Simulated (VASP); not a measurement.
# Ca2SiC6 (P4/mmm) in VASP: single point with PBE

Aim: the single point of Ca2SiC6 with PBE.

All numbers are computed with VASP 6.6.1; they aren't measurements. Logs are shortened: lines on timing, memory, paths and dates and some standing lists are left out, and cuts for length are marked.

## (1) The cell of the first run

Symmetry: P4/mmm, No. 123, tetragonal system. The conventional cell has a = 4.149 Å, b = 4.149 Å, c = 8.108 Å, α = 90.00°, β = 90.00°, γ = 90.00°. Ca (site symmetry 4mm) has 12 C at 2.82 to 2.98 Å and 4 Si at 3.63 Å within 3.7 Å. Si (site symmetry 4/mmm) has 6 C at 2.07 to 2.11 Å within 2.7 Å. C (site symmetry mmm) has 2 Si at 2.07 Å within 2.7 Å. C (site symmetry mmm) has 4 Ca at 2.82 Å and 8 C at 2.84 to 2.93 Å within 3.7 Å. Within 2.8 Å of C (site symmetry 4mm) lie 1 Si at 2.11 Å.

## (2) Single point, PBE

Input file INCAR:

```
SYSTEM = Ca2SiC6
PREC     = Accurate       ! precision mode
ENCUT    = 520            ! plane-wave cutoff, eV
EDIFF    = 1E-6           ! SCF threshold, eV
ISMEAR   = 0              ! smearing method
SIGMA    = 0.1            ! smearing width, eV
LREAL    = .False.        ! projectors in reciprocal space
LASPH    = .True.         ! aspherical terms in the spheres
NELM     = 60             ! most SCF steps
ALGO     = Normal         ! electronic algorithm
ISIF     = 2              ! what is computed and relaxed
LWAVE    = .False.        ! write WAVECAR
LCHARG   = .False.        ! write CHGCAR
GGA      = PE             ! functional
NBANDS   = 34             ! bands
```

Input file KPOINTS:

```
regular mesh
0
Gamma
  4 4 2
  0 0 0
```

Input file POSCAR:

```
Ca2SiC6
1.0
    4.1486891100      0.0000000000      0.0000000000
    0.0000000000      4.1486891100      0.0000000000
    0.0000000000      0.0000000000      8.1081074500
Ca Si C
2 1 6
Direct
    0.0000000000      0.0000000000      0.7362314500
    0.0000000000      0.0000000000      0.2637685500
    0.5000000000      0.5000000000      0.0000000000
    0.0000000000      0.5000000000      0.0000000000
    0.0000000000      0.5000000000      0.5000000000
    0.5000000000      0.5000000000      0.7392708100
    0.5000000000      0.5000000000      0.2607291900
    0.5000000000      0.0000000000      0.0000000000
    0.5000000000      0.0000000000      0.5000000000
```

Potentials or basis: VASP PAW PBE potentials, release 64 (Ca_sv, Si, C).

Run with:

```sh
$ cat potpaw_PBE.64/Ca_sv/POTCAR potpaw_PBE.64/Si/POTCAR potpaw_PBE.64/C/POTCAR > POTCAR
$ mpirun -np 1 vasp_std > vasp.out
```

OUTCAR:

```text
SYSTEM = Ca2SiC6
   PREC = Accurate
   ENCUT = 520
   EDIFF = 1E-6
   ISMEAR = 0
   LREAL = .False.
   LASPH = .True.
   NELM = 60
   ISIF = 2
   GGA = PE

 ion  position               nearest neighbor table
   1  0.000  0.000  0.736-
   2  0.000  0.000  0.264-
   3  0.500  0.500  0.000-   4 2.07   8 2.07   8 2.07   4 2.07   7 2.11   6 2.11
   4  0.000  0.500  0.000-   3 2.07   3 2.07
   5  0.000  0.500  0.500-
   6  0.500  0.500  0.739-   3 2.11
   7  0.500  0.500  0.261-   3 2.11
   8  0.500  0.000  0.000-   3 2.07   3 2.07
   9  0.500  0.000  0.500-

  LATTYP: Found a simple tetragonal cell.
 ALAT       =     4.1486891100
 C/A-ratio  =     1.9543781747

  Lattice vectors:

 A1 = (   4.1486891100,   0.0000000000,   0.0000000000)
 A2 = (   0.0000000000,   4.1486891100,   0.0000000000)
 A3 = (   0.0000000000,   0.0000000000,   8.1081074500)

Analysis of symmetry for initial positions (statically):
=====================================================================
 Subroutine PRICEL returns:
 Original cell was already a primitive cell.

 Routine SETGRP: Setting up the symmetry group for a
 simple tetragonal supercell.

 Subroutine GETGRP returns: Found 16 space group operations
 (whereof 16 operations were pure point group operations)
 out of a pool of 16 trial point group operations.

The static configuration has the point symmetry D_4h.

Analysis of symmetry for dynamics (positions and initial velocities):
=====================================================================
 Subroutine PRICEL returns:
 Original cell was already a primitive cell.

 Routine SETGRP: Setting up the symmetry group for a
 simple tetragonal supercell.

 Subroutine GETGRP returns: Found 16 space group operations
 (whereof 16 operations were pure point group operations)
 out of a pool of 16 trial point group operations.

The dynamic configuration has the point symmetry D_4h.

 Subroutine INISYM returns: Found 16 space group operations
 (whereof 16 operations are pure point group operations),
 and found     1 'primitive' translations

----------------------------------------------------------------------------------------

                                     Primitive cell

  volume of cell :     139.5537

  direct lattice vectors                    reciprocal lattice vectors
     4.148689110  0.000000000  0.000000000     0.241039994  0.000000000  0.000000000
     0.000000000  4.148689110  0.000000000     0.000000000  0.241039994  0.000000000
     0.000000000  0.000000000  8.108107450     0.000000000  0.000000000  0.123333343

  length of vectors
     4.148689110  4.148689110  8.108107450     0.241039994  0.241039994  0.123333343

  position of ions in fractional coordinates (direct lattice)
     0.000000000  0.000000000  0.736231450
     0.000000000  0.000000000  0.263768550
     0.500000000  0.500000000  0.000000000
     0.000000000  0.500000000  0.000000000
     0.000000000  0.500000000  0.500000000
     0.500000000  0.500000000  0.739270810
     0.500000000  0.500000000  0.260729190
     0.500000000  0.000000000  0.000000000
     0.500000000  0.000000000  0.500000000

  ion indices of the primitive-cell ions
   primitive index   ion index
                 1           1
                 2           2
                 3           3
                 4           4
                 5           5
                 6           6
                 7           7
                 8           8
                 9           9

----------------------------------------------------------------------------------------

 KPOINTS: regular mesh

Automatic generation of k-mesh.
 Grid dimensions read from file:
 generate k-points for:    4    4    2

 Generating k-lattice:

  Cartesian coordinates                     Fractional coordinates (reciprocal lattice)
     0.060259999  0.000000000  0.000000000     0.250000000  0.000000000  0.000000000
     0.000000000  0.060259999  0.000000000     0.000000000  0.250000000  0.000000000
     0.000000000  0.000000000  0.061666672     0.000000000  0.000000000  0.500000000

  Length of vectors
     0.060259999  0.060259999  0.061666672

  Shift w.r.t. Gamma in fractional coordinates (k-lattice)
     0.000000000  0.000000000  0.000000000

 Subroutine IBZKPT returns following result:
 ===========================================

 Found     12 irreducible k-points:

 Following reciprocal coordinates:
            Coordinates               Weight
  0.000000  0.000000  0.000000      1.000000
  0.250000  0.000000  0.000000      4.000000
  0.500000  0.000000  0.000000      2.000000
  0.250000  0.250000  0.000000      4.000000
  0.500000  0.250000  0.000000      4.000000
  0.500000  0.500000  0.000000      1.000000
  0.000000  0.000000  0.500000      1.000000
  0.250000  0.000000  0.500000      4.000000
  0.500000  0.000000  0.500000      2.000000
  0.250000  0.250000  0.500000      4.000000
  0.500000  0.250000  0.500000      4.000000
  0.500000  0.500000  0.500000      1.000000
   k-points           NKPTS =     12   k-points in BZ     NKDIM =     12   number of bands    NBANDS=     34
   number of dos      NEDOS =    301   number of ions     NIONS =      9
   total plane-waves  NPLWV =  61440
   dimension x,y,z NGX =    32 NGY =   32 NGZ =   60
   dimension x,y,z NGXF=    64 NGYF=   64 NGZF=  120
   ions per type =               2   1   6
   NGX,Y,Z   is equivalent  to a cutoff of  12.82, 12.82, 12.30 a.u.
   NGXF,Y,Z  is equivalent  to a cutoff of  25.65, 25.65, 24.60 a.u.
 SYSTEM =  Ca2SiC6
   PREC   = accura    normal or accurate (medium, high low for compatibility)
   ISTART =      0    job   : 0-new  1-cont  2-samecut
   ICHARG =      2    charge: 1-file 2-atom 10-const
   ISPIN  =      1    spin polarized calculation?
   LNONCOLLINEAR =      F non collinear calculations
   LSORBIT =      F    spin-orbit coupling
   LASPH  =      T    aspherical Exc in radial PAW
   ENCUT  =  520.0 eV  38.22 Ry    6.18 a.u.   7.71  7.71 15.08*2*pi/ulx,y,z
   NELM   =     60;   NELMIN=  2; NELMDL= -5     # of ELM steps
   EDIFF  = 0.1E-05   stopping-criterion for ELM
   LREAL  =      F    real-space projection
   EDIFFG = 0.1E-04   stopping-criterion for IOM
   NSW    =      0    number of steps for IOM
   IBRION =     -1    ionic relax: 0-MD 1-quasi-New 2-CG
   NFREE  =      0    steps in history (QN), initial steepest desc. (CG)
   ISIF   =      2    stress and relaxation
   ISYM   =      2    0-nonsym 1-usesym 2-fastsym
   POTIM  = 0.5000    time-step for ionic-motion
   TEBEG  =    0.0;   TEEND  =   0.0 temperature during run
   PSTRESS=    0.0 pullay stress
   NELECT =      48.0000    total number of electrons
   NUPDOWN=      -1.0000    fix difference up-down
   EMIN   =  10.00;   EMAX   =-10.00  energy-range for DOS
   EFERMI =   0.00;   METHOD = LEGACY
   ISMEAR =     0;   SIGMA  =   0.10  broadening in eV -4-tet -1-fermi 0-gaus
   EFERMI_NEDOS =   21; number of points for ismear=-14 and -15
   IALGO  =     38    algorithm
   IMIX   =      4    mixing-type and parameters
     AMIX     =   0.40;   BMIX     =  1.00
     AMIX_MAG =   1.60;   BMIX_MAG =  1.00
  volume/ion in A,a.u.               =      15.51       104.64
  Fermi-wavevector in a.u.,A,eV,Ry     =   1.147030  2.167573 17.900887  1.315678
  Thomas-Fermi vector in A             =   2.283712
   LORBIT       =      0    0 simple, 1 ext, 2 COOP (PROOUT), +10 PAW based schemes
   GGA     = PE    functional components
   LHFCALC =     F    Hartree Fock is set to
   AEXX    =    0.0000 exact exchange contribution
   IVDW    =     0    specifies the selected vdW correction
   LEPSILON=     F    determine dielectric tensor
   LRPA    =     F    only Hartree local field effects (RPA)
 non-spin polarized calculation
 Gauss-broadening in eV      SIGMA  =   0.10
  energy-cutoff  :      520.00
  volume of cell :      139.55
 maximum number of plane-waves:      3784
 NGX is ok and might be reduce to    32
   NGX = 15   NGY = 15   NGZ = 31

 number of electron      48.0000007 magnetization

 Free energy of the ion-electron system (eV)
  ---------------------------------------------------
  ext. energy  EPLUGINS =         0.00000000
  ---------------------------------------------------
  free energy    TOTEN  =       -43.88641525 eV

  energy without entropy =      -43.83031167  energy(sigma->0) =      -43.85836346

 E-fermi :   2.8393     XC(G=0):  -9.8489

 val. band max:        2.8173562785   @ k =   0.0000   0.0000   0.5000
 cond. band min:       2.8448007272   @ k =   0.0000   0.0000   0.5000
 fundamental gap:      0.0274444487
 Fermi energy:         2.8393110889

 k-point     1 :       0.0000    0.0000    0.0000
  band No.  band energies     occupation
      1     -37.0293      2.00000
      2     -37.0252      2.00000
      3     -18.0971      2.00000
      4     -18.0208      2.00000
      5     -18.0208      2.00000
      6     -18.0113      2.00000
[... 26 lines left out ...]
     33       5.8560      0.00000
     34       7.0397      0.00000

 k-point     2 :       0.2500    0.0000    0.0000
  band No.  band energies     occupation
      1     -37.0281      2.00000
      2     -37.0240      2.00000
      3     -18.0901      2.00000
      4     -18.0532      2.00000
      5     -18.0397      2.00000
      6     -18.0176      2.00000
[... 26 lines left out ...]
     33       6.7437      0.00000
     34       7.7131      0.00000
[... 331 lines left out ...]
     33       8.3756      0.00000
     34       8.3848      0.00000

 k-point    12 :       0.5000    0.5000    0.5000
  band No.  band energies     occupation
      1     -37.0238      2.00000
      2     -37.0213      2.00000
      3     -18.0674      2.00000
      4     -18.0674      2.00000
      5     -18.0615      2.00000
      6     -18.0615      2.00000
[... 26 lines left out ...]
     33       8.5057      0.00000
     34       8.6306      0.00000

------------------------ aborting loop because EDIFF is reached ----------------------------------------

  FORCE on cell =-STRESS in cart. coord.  units (eV):
  Direction    XX          YY          ZZ          XY          YZ          ZX
  --------------------------------------------------------------------------------------
  -------------------------------------------------------------------------------------
  Total      -16.1274270    -16.1274270    -16.3776635      0.0000000     -0.0000000      0.0000000
  in kB     -185.1545506   -185.1545506   -188.0274469      0.0000000     -0.0000000      0.0000000
  external PRESSURE =    -186.1121827 kB  Pullay stress =       0.0000000 kB

 VOLUME and BASIS-vectors are now :
 -----------------------------------------------------------------------------
  energy-cutoff  :      520.00
  volume of cell :      139.55
      direct lattice vectors                 reciprocal lattice vectors
     4.148689110  0.000000000  0.000000000     0.241039994  0.000000000  0.000000000
     0.000000000  4.148689110  0.000000000     0.000000000  0.241039994  0.000000000
     0.000000000  0.000000000  8.108107450     0.000000000  0.000000000  0.123333343

 POSITION                                       TOTAL-FORCE (eV/Angst)
 -----------------------------------------------------------------------------------
      0.00000      0.00000      5.96944         0.000000      0.000000      0.004943
      0.00000      0.00000      2.13866         0.000000      0.000000     -0.004943
      2.07434      2.07434      0.00000        -0.000000      0.000000      0.000000
      0.00000      2.07434      0.00000        -0.000000      0.000000      0.000000
      0.00000      2.07434      4.05405        -0.000000      0.000000      0.000000
      2.07434      2.07434      5.99409        -0.000000     -0.000000      0.040110
      2.07434      2.07434      2.11402        -0.000000      0.000000     -0.040110
      2.07434      0.00000      0.00000        -0.000000      0.000000      0.000000
      2.07434      0.00000      4.05405        -0.000000      0.000000      0.000000
 -----------------------------------------------------------------------------------
    total drift:                                0.000000      0.000000      0.000000

  FREE ENERGIE OF THE ION-ELECTRON SYSTEM (eV)
  ---------------------------------------------------
  free  energy   TOTEN  =       -43.8864152527 eV

  energy  without entropy=      -43.8303116694  energy(sigma->0) =      -43.85836346
```

Run time: 43 s. Hardware: 1 thread of Intel Xeon Platinum 8488C (Sapphire Rapids), shared host; peak memory 0.25 GiB.

Results:

```yaml
Free_energy: -43.8864 eV
Pressure: -18.6 GPa
Largest_force: 0.040 eV/Å
Band_gap_on_the_k_mesh: zero (band 24 reaches 3.19 eV, above the bottom of band 25 at 2.61 eV)
```

Forces in eV/Å, atoms in the order of the input:
```
Ca   0.000  0.000  0.005
Ca   0.000  0.000 -0.005
Si   0.000  0.000  0.000
C    0.000  0.000  0.000
C    0.000  0.000  0.000
C    0.000  0.000  0.040
C    0.000  0.000 -0.040
C    0.000  0.000  0.000
C    0.000  0.000  0.000
```

Caveat: the k points lie up to 0.39 Å⁻¹ apart.
